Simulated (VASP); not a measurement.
A run of VASP 6.6.1 is set up as follows.

The input INCAR:

```
  PREC = Accurate
  ENCUT = 520
  EDIFF = 1E-7
  ISMEAR = 1
  SIGMA = 0.1
  LREAL = F
  LASPH = T
  NELM = 100
  ALGO = Normal
  ISIF = 2
  LWAVE = F
  LCHARG = F
  GGA = PS
  NBANDS = 12
```

Contents of KPOINTS:

```
regular mesh
0
Gamma
  12 12 12
```

Contents of POSCAR:

```
Ti
1.0
   -1.6188216056      1.6188216056      1.6188216056
    1.6188216056     -1.6188216056      1.6188216056
    1.6188216056      1.6188216056     -1.6188216056
Ti
1
Direct
    0.0000000000      0.0000000000      0.0000000000
```

Potentials or basis: VASP PAW PBE potentials, release 64 (Ti_sv).

Launch:

```sh
$ cat potpaw_PBE.64/Ti_sv/POTCAR > POTCAR
$ mpirun -np 1 vasp_std > vasp.out
```

Question: Predict the pressure.

Answer: -3.4 GPa.

Question: Predict the band gap on the k mesh.

Answer: Zero (band 6 reaches 9.21 eV, above the bottom of band 7 at 7.59 eV).

Caveat: the PAW data sets were made with another functional, which shifts forces and pressure a little.
